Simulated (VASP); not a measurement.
Write the native input for VASP 6.6.1 that does the following.

* Task: single point
* Functional: PBE
* Potentials or basis: VASP PAW PBE potentials, release 64 (Se, Zn)
* Cutoff: 520 eV
* k mesh: 8 × 8 × 8
* Occupations: gaussian, width 0.012 eV
* Spin: no spin polarisation
* Dipole correction: no
* Further INCAR settings: ALGO = Normal; EDIFF = 1e-06; NBANDS = 16

The structure of ZnSe lies in POSCAR:

```
ZnSe
1.0
    0.0000000000      2.8338000000      2.8338000000
    2.8338000000      0.0000000000      2.8338000000
    2.8338000000      2.8338000000      0.0000000000
Se Zn
1 1
Direct
    0.7500000000      0.7500000000      0.7500000000
    0.0000000000      0.0000000000      0.0000000000
```

One way to write it, as run:

INCAR

```
SYSTEM = ZnSe
PREC = Accurate
ENCUT = 520
EDIFF = 1E-6
ISMEAR = 0
SIGMA = 0.012
LREAL = .FALSE.
LASPH = .TRUE.
NELM = 60
ALGO = Normal
ISIF = 2
LWAVE = .FALSE.
LCHARG = .TRUE.
GGA = PE
LELF = .TRUE.
LVHAR = .TRUE.
NBANDS = 16
```

KPOINTS

```
regular mesh
0
G
  8 8 8
  0 0 0
```

Potentials or basis: VASP PAW PBE potentials, release 64 (Se, Zn).

The run is started by

```bash
$ cat potpaw_PBE.64/Se/POTCAR potpaw_PBE.64/Zn/POTCAR > POTCAR
$ mpirun -np 1 vasp_std > vasp.out
```

It gave:

```
Pressure               : 2.3 GPa
Band gap on the k mesh : 1.29 eV
```

Wall time 20 s on 1 thread of Intel(R) Xeon(R) Platinum 8488C (Sapphire Rapids), with other jobs on the host, peak memory 0.17 GiB.
